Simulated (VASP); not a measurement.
# MgO (P6_3mc) in VASP: further runs

Runs on MgO. Level: PBE. Tasks: single point.

Everything below comes from runs of VASP 6.6.1. Logs are shortened: lines on timing, memory, paths and dates and some standing lists are left out, and cuts for length are marked.

### Step 1. The cell of the first run

It takes space group P6_3mc (No. 186, hexagonal). The conventional cell has a = 3.547 Å, b = 3.547 Å, c = 4.848 Å, α = 90.00°, β = 90.00°, γ = 120.00°. Within 2.5 Å of Mg (site symmetry 3m) lie 4 O at 1.90 to 2.11 Å. Within 2.5 Å of O (site symmetry 3m) lie 4 Mg at 1.90 to 2.11 Å.

### Step 2. Single point, PBE

The input, INCAR:

```
SYSTEM = MgO
ALGO = Normal
EDIFF = 1E-6
ENCUT = 520
GGA = PE
ISIF = 2
ISMEAR = 0
LASPH = .TRUE.
LCHARG = .FALSE.
LREAL = .FALSE.
LWAVE = .FALSE.
NBANDS = 16
NELM = 100
PREC = Accurate
SIGMA = 0.05
```

The input, KPOINTS:

```
k-points
0
G
  9 9 6
  0 0 0
```

The input, POSCAR:

```
MgO
1.0
    3.5474000000      0.0000000000      0.0000000000
   -1.7737000000      3.0721385174      0.0000000000
    0.0000000000      0.0000000000      4.8484000000
Mg O
2 2
Direct
    0.3333333333      0.6666666667      0.0063188013
    0.6666666667      0.3333333333      0.5063188013
    0.3333333333      0.6666666667      0.3982811987
    0.6666666667      0.3333333333      0.8982811987
```

Potentials or basis: VASP PAW PBE potentials, release 64 (Mg, O).

The run is started by

```sh
$ cat potpaw_PBE.64/Mg/POTCAR potpaw_PBE.64/O/POTCAR > POTCAR
$ mpirun -np 1 vasp_std > vasp.out
```

OUTCAR:

```text
SYSTEM = MgO
   EDIFF = 1E-6
   ENCUT = 520
   GGA = PE
   ISIF = 2
   ISMEAR = 0
   LASPH = .TRUE.
   LREAL = .FALSE.
   NELM = 100
   PREC = Accurate

 ion  position               nearest neighbor table
   1  0.333  0.667  0.006-   3 1.90   4 2.11   4 2.11   4 2.11   2 3.17   2 3.17   2 3.17   2 3.17
                             2 3.17   2 3.17
   2  0.667  0.333  0.506-   4 1.90   3 2.11   3 2.11   3 2.11   1 3.17   1 3.17   1 3.17   1 3.17
                             1 3.17   1 3.17
   3  0.333  0.667  0.398-   1 1.90   2 2.11   2 2.11   2 2.11
   4  0.667  0.333  0.898-   2 1.90   1 2.11   1 2.11   1 2.11

  LATTYP: Found a hexagonal cell.
 ALAT       =     3.5474000000
 C/A-ratio  =     1.3667474770

  Lattice vectors:

 A1 = (   3.5474000000,   0.0000000000,   0.0000000000)
 A2 = (  -1.7737000000,   3.0721385174,   0.0000000000)
 A3 = (   0.0000000000,   0.0000000000,   4.8484000000)

Analysis of symmetry for initial positions (statically):
=====================================================================
 Subroutine PRICEL returns:
 Original cell was already a primitive cell.

 Routine SETGRP: Setting up the symmetry group for a
 hexagonal supercell.

 Subroutine GETGRP returns: Found 12 space group operations
 (whereof  6 operations were pure point group operations)
 out of a pool of 24 trial point group operations.

The static configuration has the point symmetry C_3v.
 The point group associated with its full space group is C_6v.

Analysis of symmetry for dynamics (positions and initial velocities):
=====================================================================
 Subroutine PRICEL returns:
 Original cell was already a primitive cell.

 Routine SETGRP: Setting up the symmetry group for a
 hexagonal supercell.

 Subroutine GETGRP returns: Found 12 space group operations
 (whereof  6 operations were pure point group operations)
 out of a pool of 24 trial point group operations.

The dynamic configuration has the point symmetry C_3v.
 The point group associated with its full space group is C_6v.

 Subroutine INISYM returns: Found 12 space group operations
 (whereof  6 operations are pure point group operations),
 and found     1 'primitive' translations

----------------------------------------------------------------------------------------

                                     Primitive cell

  volume of cell :      52.8384

  direct lattice vectors                    reciprocal lattice vectors
     3.547400000  0.000000000  0.000000000     0.281896600  0.162753078  0.000000000
    -1.773700000  3.072138517  0.000000000     0.000000000  0.325506156  0.000000000
     0.000000000  0.000000000  4.848400000     0.000000000  0.000000000  0.206253609

  length of vectors
     3.547400000  3.547400000  4.848400000     0.325506156  0.325506156  0.206253609

  position of ions in fractional coordinates (direct lattice)
     0.333333333  0.666666667  0.006318801
     0.666666667  0.333333333  0.506318801
     0.333333333  0.666666667  0.398281199
     0.666666667  0.333333333  0.898281199

  ion indices of the primitive-cell ions
   primitive index   ion index
                 1           1
                 2           2
                 3           3
                 4           4

----------------------------------------------------------------------------------------

 KPOINTS: k-points

Automatic generation of k-mesh.
 Grid dimensions read from file:
 generate k-points for:    9    9    6

 Generating k-lattice:

  Cartesian coordinates                     Fractional coordinates (reciprocal lattice)
     0.031321844  0.018083675  0.000000000     0.111111111  0.000000000  0.000000000
     0.000000000  0.036167351  0.000000000     0.000000000  0.111111111  0.000000000
     0.000000000  0.000000000  0.034375602     0.000000000  0.000000000  0.166666667

  Length of vectors
     0.036167351  0.036167351  0.034375602

  Shift w.r.t. Gamma in fractional coordinates (k-lattice)
     0.000000000  0.000000000  0.000000000

 Subroutine IBZKPT returns following result:
 ===========================================

 Found     48 irreducible k-points:

 Following reciprocal coordinates:
            Coordinates               Weight
  0.000000  0.000000  0.000000      1.000000
  0.111111 -0.000000  0.000000      6.000000
  0.222222  0.000000  0.000000      6.000000
  0.333333  0.000000  0.000000      6.000000
  0.444444  0.000000  0.000000      6.000000
  0.111111  0.111111  0.000000      6.000000
[... 16 lines left out ...]
  0.333333  0.222222  0.166667     24.000000
  0.333333  0.333333  0.166667      4.000000
 [... further k-points ...]
   k-points           NKPTS =     48   k-points in BZ     NKDIM =     48   number of bands    NBANDS=     16
   number of dos      NEDOS =    301   number of ions     NIONS =      4
   total plane-waves  NPLWV =  28224
   dimension x,y,z NGX =    28 NGY =   28 NGZ =   36
   dimension x,y,z NGXF=    56 NGYF=   56 NGZF=   72
   ions per type =               2   2
   NGX,Y,Z   is equivalent  to a cutoff of  13.12, 13.12, 12.34 a.u.
   NGXF,Y,Z  is equivalent  to a cutoff of  26.24, 26.24, 24.69 a.u.
 SYSTEM =  MgO
   PREC   = accura    normal or accurate (medium, high low for compatibility)
   ISTART =      0    job   : 0-new  1-cont  2-samecut
   ICHARG =      2    charge: 1-file 2-atom 10-const
   ISPIN  =      1    spin polarized calculation?
   LNONCOLLINEAR =      F non collinear calculations
   LSORBIT =      F    spin-orbit coupling
   LASPH  =      T    aspherical Exc in radial PAW
   ENCUT  =  520.0 eV  38.22 Ry    6.18 a.u.   6.60  6.60  9.01*2*pi/ulx,y,z
   NELM   =    100;   NELMIN=  2; NELMDL= -5     # of ELM steps
   EDIFF  = 0.1E-05   stopping-criterion for ELM
   LREAL  =      F    real-space projection
   EDIFFG = 0.1E-04   stopping-criterion for IOM
   NSW    =      0    number of steps for IOM
   IBRION =     -1    ionic relax: 0-MD 1-quasi-New 2-CG
   NFREE  =      0    steps in history (QN), initial steepest desc. (CG)
   ISIF   =      2    stress and relaxation
   ISYM   =      2    0-nonsym 1-usesym 2-fastsym
   POTIM  = 0.5000    time-step for ionic-motion
   TEBEG  =    0.0;   TEEND  =   0.0 temperature during run
   PSTRESS=    0.0 pullay stress
   NELECT =      16.0000    total number of electrons
   NUPDOWN=      -1.0000    fix difference up-down
   EMIN   =  10.00;   EMAX   =-10.00  energy-range for DOS
   EFERMI =   0.00;   METHOD = LEGACY
   ISMEAR =     0;   SIGMA  =   0.05  broadening in eV -4-tet -1-fermi 0-gaus
   EFERMI_NEDOS =   21; number of points for ismear=-14 and -15
   IALGO  =     38    algorithm
   IMIX   =      4    mixing-type and parameters
     AMIX     =   0.40;   BMIX     =  1.00
     AMIX_MAG =   1.60;   BMIX_MAG =  1.00
  volume/ion in A,a.u.               =      13.21        89.14
  Fermi-wavevector in a.u.,A,eV,Ry     =   1.099339  2.077450 16.443274  1.208547
  Thomas-Fermi vector in A             =   2.235732
   LORBIT       =      0    0 simple, 1 ext, 2 COOP (PROOUT), +10 PAW based schemes
   GGA     = PE    functional components
   LHFCALC =     F    Hartree Fock is set to
   AEXX    =    0.0000 exact exchange contribution
   IVDW    =     0    specifies the selected vdW correction
   LEPSILON=     F    determine dielectric tensor
   LRPA    =     F    only Hartree local field effects (RPA)
 non-spin polarized calculation
 Gauss-broadening in eV      SIGMA  =   0.05
  energy-cutoff  :      520.00
  volume of cell :       52.84
 maximum number of plane-waves:      1458
 NGX is ok and might be reduce to    28
   NGX = 13   NGY = 13   NGZ = 19

 number of electron      15.9999999 magnetization

 Free energy of the ion-electron system (eV)
  ---------------------------------------------------
  ext. energy  EPLUGINS =         0.00000000
  ---------------------------------------------------
  free energy    TOTEN  =       -23.14794212 eV

  energy without entropy =      -23.14794212  energy(sigma->0) =      -23.14794212

 E-fermi :   0.8904     XC(G=0):  -9.2580

 val. band max:        0.5960218821   @ k =   0.0000   0.0000   0.0000
 cond. band min:       3.4316121396   @ k =   0.0000   0.0000   0.0000
 fundamental gap:      2.8355902575
 Fermi energy:         0.8903946898

 k-point     1 :       0.0000    0.0000    0.0000
  band No.  band energies     occupation
      1     -15.3704      2.00000
      2     -14.6039      2.00000
      3      -2.2335      2.00000
      4      -0.2809      2.00000
      5      -0.2809      2.00000
      6       0.1895      2.00000
[... 8 lines left out ...]
     15      15.3221      0.00000
     16      15.7595      0.00000

 k-point     2 :       0.1111   -0.0000    0.0000
  band No.  band energies     occupation
      1     -15.3262      2.00000
      2     -14.5994      2.00000
      3      -2.1392      2.00000
      4      -0.5132      2.00000
      5      -0.3592      2.00000
      6      -0.1491      2.00000
[... 8 lines left out ...]
     15      15.4886      0.00000
     16      15.5513      0.00000

 k-point     3 :       0.2222    0.0000    0.0000
  band No.  band energies     occupation
      1     -15.2062      2.00000
      2     -14.5940      2.00000
      3      -1.8748      2.00000
      4      -1.1545      2.00000
      5      -0.6156      2.00000
      6      -0.5267      2.00000
[... 8 lines left out ...]
     15      14.5274      0.00000
     16      14.7690      0.00000

 k-point     4 :       0.3333    0.0000    0.0000
  band No.  band energies     occupation
      1     -15.0482      2.00000
      2     -14.6066      2.00000
      3      -1.7998      2.00000
      4      -1.4744      2.00000
      5      -0.9845      2.00000
      6      -0.6882      2.00000
[... 8 lines left out ...]
     15      14.0043      0.00000
     16      14.3851      0.00000
[... 324 lines left out ...]
 k-point    22 :       0.2222    0.2222    0.1667
  band No.  band energies     occupation
      1     -14.9420      2.00000
      2     -14.6433      2.00000
      3      -1.8208      2.00000
      4      -1.7379      2.00000
      5      -0.8706      2.00000
      6      -0.7065      2.00000
[... 8 lines left out ...]
     15      13.4795      0.00000
     16      15.4310      0.00000

 k-point    23 :       0.3333    0.2222    0.1667
  band No.  band energies     occupation
      1     -14.8287      2.00000
      2     -14.6805      2.00000
      3      -2.0104      2.00000
      4      -1.5635      2.00000
      5      -1.2325      2.00000
      6      -0.4875      2.00000
[... 8 lines left out ...]
     15      13.4640      0.00000
     16      15.2742      0.00000

 k-point    24 :       0.3333    0.3333    0.1667
  band No.  band energies     occupation
      1     -14.7415      2.00000
      2     -14.7415      2.00000
      3      -1.8811      2.00000
      4      -1.5078      2.00000
      5      -1.5078      2.00000
      6      -0.4679      2.00000
[... 8 lines left out ...]
     15      13.5471      0.00000
     16      15.8482      0.00000

 [... further k-points ...]
[... 5 lines left out ...]
  --------------------------------------------------------------------------------------
  -------------------------------------------------------------------------------------
  Total       -4.5072742     -4.5072742      2.0681665      0.0000000     -0.0000000      0.0000000
  in kB     -136.6706189   -136.6706189     62.7114276      0.0000000     -0.0000000      0.0000000
  external PRESSURE =     -70.2099367 kB  Pullay stress =       0.0000000 kB

 VOLUME and BASIS-vectors are now :
 -----------------------------------------------------------------------------
  energy-cutoff  :      520.00
  volume of cell :       52.84
      direct lattice vectors                 reciprocal lattice vectors
     3.547400000  0.000000000  0.000000000     0.281896600  0.162753078  0.000000000
    -1.773700000  3.072138517  0.000000000     0.000000000  0.325506156  0.000000000
     0.000000000  0.000000000  4.848400000     0.000000000  0.000000000  0.206253609

 POSITION                                       TOTAL-FORCE (eV/Angst)
 -----------------------------------------------------------------------------------
     -0.00000      2.04809      0.03064         0.000000      0.000000     -1.163955
      1.77370      1.02405      2.45484         0.000000     -0.000000     -1.163955
     -0.00000      2.04809      1.93103         0.000000      0.000000      1.163955
      1.77370      1.02405      4.35523        -0.000000      0.000000      1.163955
 -----------------------------------------------------------------------------------
    total drift:                               -0.000000     -0.000000     -0.001059

  FREE ENERGIE OF THE ION-ELECTRON SYSTEM (eV)
  ---------------------------------------------------
  free  energy   TOTEN  =       -23.1479421238 eV

  energy  without entropy=      -23.1479421238  energy(sigma->0) =      -23.14794212
```

Wall time 17 s (1 thread of Intel Xeon 6975P-C (Granite Rapids), shared host); peak memory 0.18 GiB.

What came out:

| Property | Result |
| --- | --- |
| Free energy | -23.1479 eV |
| Pressure | -7.0 GPa |
| Largest force | 1.164 eV/Å |
| Band gap on the k mesh | 2.84 eV, direct |

Forces on the atoms (eV/Å):
```
Mg   0.000  0.000 -1.164
Mg   0.000  0.000 -1.164
O    0.000  0.000  1.164
O    0.000  0.000  1.164
```

Stress tensor (GPa, compression positive):
```
-13.67   0.00   0.00
  0.00 -13.67   0.00
  0.00   0.00   6.27
```

Levels at points of the mesh, in eV from the valence-band top:
```tsv
k point	band 6	band 7	band 8	band 9	band 10	band 11
(0.00, 0.00, 0.00)	-0.41	-0.41	0.00	2.84	7.58	10.05
(0.00, 0.00, 0.50)	-0.65	-0.65	-0.65	5.31	5.31	12.88
```

Caveat: forces of over 1 eV/Å act on the atoms, so gaps and moduli don't describe the material at rest. PBE gaps usually lie below the measured ones, often by a third to a half.

(Continued in part 2 of 3.)
